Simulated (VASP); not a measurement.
# TaF3: single point with PBEsol

TaF3:

```
CELL_PARAMETERS angstrom
3.95972 0.00000 0.00000
0.00000 3.95972 0.00000
0.00000 0.00000 3.78416
ATOMIC_POSITIONS crystal
Ta 0.00000 0.00000 0.00000
F 0.50000 0.00000 0.00000
F 0.00000 0.50000 0.00000
F 0.00000 0.00000 0.50000
```

This cell differs from its parent crystal: strain +0.015 along x and y, -0.030 along z.

```json
{"Program": "VASP 6.6.1", "Task": "single point", "Functional": "PBEsol", "Potentials or basis": "VASP PAW PBE potentials, release 64 (Ta_pv, F)", "Cutoff": "520 eV", "k mesh": "12 × 12 × 12", "Occupations": "gaussian, width 0.15 eV", "Spin": "no spin polarisation"}
```

| Item | Value |
| --- | --- |
| Pressure | 21.9 GPa |
| Band gap on the k mesh | zero (bands 16 and 17 overlap by 2.91 eV) |

Stress tensor (GPa, compression positive):
```
14.68  0.00  0.00
 0.00 14.68  0.00
 0.00  0.00 36.27
```

Levels at points of the mesh, in eV from the Fermi level:
| k point | band 12 | band 13 | band 14 | band 15 | band 16 | band 17 | band 18 | band 19 | band 20 | band 21 |
| --- | --- | --- | --- | --- | --- | --- | --- | --- | --- | --- |
| (0.00, 0.00, 0.00) | -9.08 | -8.94 | -8.94 | -8.94 | -1.27 | -1.27 | -1.24 | -0.50 | 2.30 | 2.98 |
| (0.50, 0.00, 0.00) | -9.68 | -9.31 | -9.25 | -9.01 | -1.20 | 0.25 | 0.27 | 2.02 | 2.38 | 3.19 |
| (0.50, 0.50, 0.00) | -9.84 | -9.66 | -9.66 | -8.31 | 0.33 | 0.33 | 1.34 | 4.01 | 4.93 | 4.96 |
| (0.00, 0.00, 0.50) | -9.66 | -9.12 | -8.93 | -8.93 | -1.12 | 0.65 | 0.65 | 2.14 | 2.45 | 2.58 |
| (0.50, 0.00, 0.50) | -9.55 | -9.36 | -9.30 | -8.57 | 0.41 | 0.76 | 1.66 | 2.97 | 4.98 | 5.09 |
| (0.50, 0.50, 0.50) | -10.93 | -8.56 | -8.56 | -8.31 | 1.64 | 1.93 | 1.93 | 3.74 | 7.00 | 7.36 |

Wall time 3.8 min on 1 thread of Intel(R) Xeon(R) Platinum 8259CL CPU @ 2.50GHz (Skylake/Cascade Lake) (shared host), peak memory 0.34 GiB.

Caveat: the cell differs from its parent crystal (strain +0.015 along x and y, -0.030 along z); the stress differs along the axes, from 15 to 36 GPa; the PAW data sets were made with another functional, which shifts forces and pressure a little; spin-orbit coupling is left out, which moves the levels of the heavy elements.
